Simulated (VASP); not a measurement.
Mg: single point with PBE

The system is Mg.

```
Mg
1.0
     3.00146    0.00000    0.00000
     0.00000    3.00146    0.00000
     0.00000    0.00000    3.00146
Mg
1
Direct
  0.00000 0.00000 0.00000
```

This isn't the form of Mg at room conditions, which is hcp.

```json
{
  "Program": "VASP 6.6.1",
  "Task": "single point",
  "Functional": "PBE",
  "Potentials or basis": "VASP PAW PBE potentials, release 64 (Mg)",
  "Cutoff": "520 eV",
  "k mesh": "36 × 36 × 36",
  "Occupations": "fermi-dirac, width 0.0612256 eV",
  "Spin": "no spin polarisation"
}
```

```yaml
Pressure: 0.4 GPa
Band_gap_on_the_k_mesh: zero (bands 1 and 2 overlap by 6.54 eV)
```

Levels at points of the mesh, in eV from the Fermi level:
```tsv
k point	band 1	band 2	band 3	band 4	band 5
(0.00, 0.00, 0.00)	-6.23	8.19	8.19	9.62	9.62
(0.50, 0.00, 0.00)	-2.33	-1.94	10.63	13.05	13.05
(0.50, 0.50, 0.00)	1.35	1.35	2.12	2.71	15.69
(0.50, 0.50, 0.50)	4.60	4.60	4.60	5.75	5.75
```

Wall time 63 s on 1 thread of Intel(R) Xeon(R) Platinum 8488C (Sapphire Rapids), on a shared host, peak memory 0.36 GiB.
